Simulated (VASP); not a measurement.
**Mg4Au: single point with PBE**

Crystal: Mg4Au.

```
Mg Au
1.0
     2.28787   -5.38156    0.00000
     2.28787    5.38156    0.00000
     0.00000    0.00000    4.59990
Mg Au
4 1
Direct
  0.85670 0.14330 0.50000
  0.35460 0.64540 0.00000
  0.64540 0.35460 0.00000
  0.14330 0.85670 0.50000
  0.00000 0.00000 0.00000
```

```
Program                : VASP 6.6.1
Task                   : single point
Functional             : PBE
Potentials or basis    : VASP PAW PBE potentials, release 64 (Mg, Au)
Cutoff                 : 520 eV
k mesh                 : 10 × 10 × 8
Occupations            : gaussian, width 0.1 eV
Spin                   : no spin polarisation
Dipole correction      : no
Further INCAR settings : ALGO = Fast; EDIFF = 1e-07; NBANDS = 18
```

The pressure is -0.2 GPa and the largest force is 0.008 eV/Å.

Forces on the atoms (eV/Å):
```
Mg   0.000  0.008  0.000
Mg   0.000 -0.005  0.000
Mg   0.000  0.005  0.000
Mg   0.000 -0.008  0.000
Au   0.000  0.000  0.000
```

Levels at points of the mesh, in eV from the Fermi level:
```tsv
k point	band 6	band 7	band 8	band 9	band 10	band 11	band 12	band 13
(0.00, 0.00, 0.00)	-4.61	-1.95	-1.57	-0.25	1.10	1.56	1.66	2.00
(0.50, 0.00, 0.00)	-4.60	-4.39	-2.07	-1.80	1.34	2.05	2.73	3.54
(0.50, 0.50, 0.00)	-4.74	-4.61	-0.19	1.04	1.31	1.50	1.80	3.45
(0.00, 0.00, 0.50)	-4.61	-4.60	-0.33	-0.28	-0.02	1.64	2.16	2.71
(0.50, 0.00, 0.50)	-4.29	-3.04	-2.90	-1.61	-1.01	-0.43	-0.03	1.75
(0.50, 0.50, 0.50)	-4.61	-3.97	-3.12	-2.80	1.03	2.49	2.74	3.31
```

It took 8.9 min on 1 thread of Oxide Virtual Turin-like Processor (shared host), peak memory 0.47 GiB.

Caveat: spin-orbit coupling is left out, which moves the levels of the heavy elements.
